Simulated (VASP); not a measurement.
Crystal: Sb3Se.

```
CELL_PARAMETERS angstrom
3.61604 0.00000 0.00000
0.00000 3.61604 0.00000
0.00000 0.00000 7.95430
ATOMIC_POSITIONS crystal
Sb 0.50000 0.50000 0.78233
Sb 0.00000 0.00000 0.50000
Sb 0.50000 0.50000 0.21767
Se 0.00000 0.00000 0.00000
```

The cell was built from a structure type or drawn by symmetry, and may not be a known phase.

```yaml
Program: VASP 6.6.1
Task: relaxation of cell and atoms
Functional: PBE
Potentials_or_basis: VASP PAW PBE potentials, release 64 (Sb, Se)
Cutoff: 600 eV
k_mesh: 6 × 6 × 2
Occupations: gaussian, width 0.1 eV
Spin: no spin polarisation
```

At the start: pressure -0.2 GPa; volume 26.00 Å³/atom.

Task: How do energy, volume and symmetry change on relaxing?

Result: Over 10 steps the energy falls by 51.7 meV/atom and the volume is 25.64 Å³/atom (-1.4 %); space group P4/mmm (No. 123, to 0.1 Å) before and after.

Step by step:
| step | energy change (eV) | largest force (eV/Å) | pressure (GPa) | volume (Å³) |
| --- | --- | --- | --- | --- |
| 1 | 0.0000 | 0.4836 | -0.19 | 104.01 |
| 2 | -0.0530 | 0.5017 | -0.15 | 103.51 |
| 3 | -0.1434 | 0.5503 | 0.37 | 101.74 |
| 4 | -0.1784 | 0.3068 | 0.06 | 102.14 |
| 5 | -0.1972 | 0.0009 | -0.24 | 102.77 |
| 6 | -0.1974 | 0.0574 | -0.20 | 102.69 |
| 7 | -0.2047 | 0.0133 | 0.28 | 102.05 |
| 8 | -0.2050 | 0.0041 | 0.39 | 101.90 |
| 9 | -0.2057 | 0.0114 | -0.23 | 102.91 |
| 10 | -0.2069 | 0.0015 | -0.04 | 102.55 |

Final structure:
```yaml
crystal:
  lattice:
    - [3.71437, 0.00000, 0.00000]
    - [0.00000, 3.71437, 0.00000]
    - [0.00000, 0.00000, 7.43301]
  atoms:
    - { symbol: Sb, position: [0.50000, 0.50000, 0.75603] }
    - { symbol: Sb, position: [0.00000, 0.00000, 0.50000] }
    - { symbol: Sb, position: [0.50000, 0.50000, 0.24397] }
    - { symbol: Se, position: [0.00000, 0.00000, 0.00000] }
```

Caveat: the k points lie up to 0.42 Å⁻¹ apart in the final cell; the highest band is partly filled, so the run has too few bands.
